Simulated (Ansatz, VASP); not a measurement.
Two plane-wave programs on Se

```
Se
1.0
     2.81056    0.00000    0.00000
     0.00000    2.81056    0.00000
     0.00000    0.00000    2.81056
Se
1
Direct
  0.00000 0.00000 0.00000
```

Alike in both runs: task relaxation of cell and atoms; functional PBE; k mesh 9 × 9 × 9; occupations fermi-dirac, width 0.05 eV; no spin polarisation.

|  | VASP | Ansatz |
| --- | --- | --- |
| version | VASP 6.6.1 | Ansatz 0.2.0 |
| potentials or method | VASP PAW PBE potentials, release 64 (Se) | Ansatz PAW |
| plane-wave cutoff (eV) | 600 | 420 |
| valence electrons in the cell | 6 | 16 |

Ansatz gave:

```
gap on the k mesh at the Fermi level, each at its own relaxed structure (eV) : none
relaxed volume (Å³/atom)                                                     : 22.82
relaxed cell length with the largest relative difference (Å)                 : 2.836
```

Q: Estimate VASP's values.

A: gap on the k mesh at the Fermi level, each at its own relaxed structure (eV): none; relaxed volume (Å³/atom): 22.82; relaxed cell length with the largest relative difference (Å): 2.837.

A gap of «none» marks a metal or a gap that the smearing closes. VASP's potentials hold 6 valence electrons a cell and Ansatz's 16, so a difference there can come from the potentials and not from the codes.

Noted on Ansatz's run: the plane-wave basis is chosen anew once the cell has moved, so the energies of steps on either side of that aren't comparable.
